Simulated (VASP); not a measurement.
Set up this calculation in VASP 6.6.1, as the native input.

* Task: relaxation of cell and atoms
* Functional: PBE
* Potentials or basis: VASP PAW PBE potentials, release 64 (Ca_sv, S)
* Cutoff: 500 eV
* k mesh: 10 × 10 × 10
* Occupations: gaussian, width 0.01 eV
* Spin: no spin polarisation
* Target pressure: 40 GPa
* Dipole correction: no
* Further INCAR settings: ALGO = Normal; EDIFF = 1e-07; IBRION = 2; EDIFFG = -0.001; NSW = 80; ISIF = 3

The structure of CaS lies in POSCAR:

```
CaS
1.0
    0.0000000000      2.5444332185      2.5444332185
    2.5444332185      0.0000000000      2.5444332185
    2.5444332185      2.5444332185      0.0000000000
Ca S
1 1
Direct
    0.0000000000      0.0000000000      0.0000000000
    0.5000000000      0.5000000000      0.5000000000
```

The input as run:

INCAR

```
SYSTEM = CaS
PREC = Accurate
ENCUT = 500
EDIFF = 1E-7
ISMEAR = 0
SIGMA = 0.01
LREAL = .FALSE.
LASPH = .TRUE.
NELM = 120
ALGO = Normal
ISIF = 3
LWAVE = .FALSE.
LCHARG = .FALSE.
GGA = PE
IBRION = 2
NSW = 80
EDIFFG = -0.001
PSTRESS = 400.0
GGA_COMPAT = .FALSE.
NELMIN = 4
```

KPOINTS

```
regular mesh
0
G
  10 10 10
  0 0 0
```

Potentials or basis: VASP PAW PBE potentials, release 64 (Ca_sv, S).

Launch:

```sh
$ cat potpaw_PBE.64/Ca_sv/POTCAR potpaw_PBE.64/S/POTCAR > POTCAR
$ mpirun -np 1 vasp_std > vasp.out
```

It gave:

```yaml
Relaxed_volume: 16.52 Å³/atom
Relaxed_cell: a = 3.602 Å, b = 3.602 Å, c = 3.602 Å, α = 60.00°, β = 60.00°, γ = 60.00°
Space_group_after_relaxing_to_0.1_Å: Fm-3m (No. 225)
Energy_change_on_relaxing_the_run_minimises_the_enthalpy: -11.3 meV/atom
Ionic_steps: 3
Pressure_after_relaxing: 40.0 GPa
Band_gap_on_the_k_mesh: 1.15 eV (least direct gap 2.16 eV)
```

Caveat: the cell is relaxed towards a set pressure, so the run minimises the enthalpy, not the energy.

Wall time 57 s on 1 thread of Intel(R) Xeon(R) Platinum 8259CL CPU @ 2.50GHz (Skylake/Cascade Lake), on a shared host, peak memory 0.17 GiB.
